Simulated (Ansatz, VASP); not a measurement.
## One calculation of B, two programs

```
B
1.0
     2.43806    1.40762    4.16623
    -2.43806    1.40762    4.16623
     0.00000   -2.81523    4.16623
B
12
Cartesian
  -1.5681 0.9053 2.8126
  0.0000 -1.8107 2.8126
  1.5681 0.9053 2.8126
  1.5681 -0.9053 9.6861
  -1.5681 -0.9053 9.6861
  0.0000 1.8107 9.6861
  -0.9951 0.5745 4.4702
  0.0000 -1.1490 4.4702
  0.9951 0.5745 4.4702
  0.9951 -0.5745 8.0285
  -0.9951 -0.5745 8.0285
  0.0000 1.1490 8.0285
```

Alike in both runs: functional PBEsol; k mesh 9 × 9 × 9; occupations gaussian, width 0.02 eV; no spin polarisation.

Ansatz relaxed the structure, and its values are those at the end. VASP's run is a single point on that final structure, the one shown.

|  | VASP | Ansatz |
| --- | --- | --- |
| version | VASP 6.6.1 | Ansatz 0.2.0 |
| potentials or method | VASP PAW PBE potentials, release 64 (B), cutoff 520 eV | scalar-relativistic, plane waves, PAW |
| valence electrons in the cell | 36 | 36 |

|  | VASP | Ansatz | Ansatz less VASP |
| --- | --- | --- | --- |
| gap on the k mesh at the Fermi level (eV) | 1.35 | 1.35 | +0.004 |
| least direct gap on the mesh (eV) | 1.67 | 1.68 | +0.004 |
| pressure (GPa) | 0.4 | 0.0 | -0.39 |
| rms of the force components (eV/Å) | 0.014 | 0.002 | -0.0117 |

VASP's potentials were made for PBE, not for PBEsol.
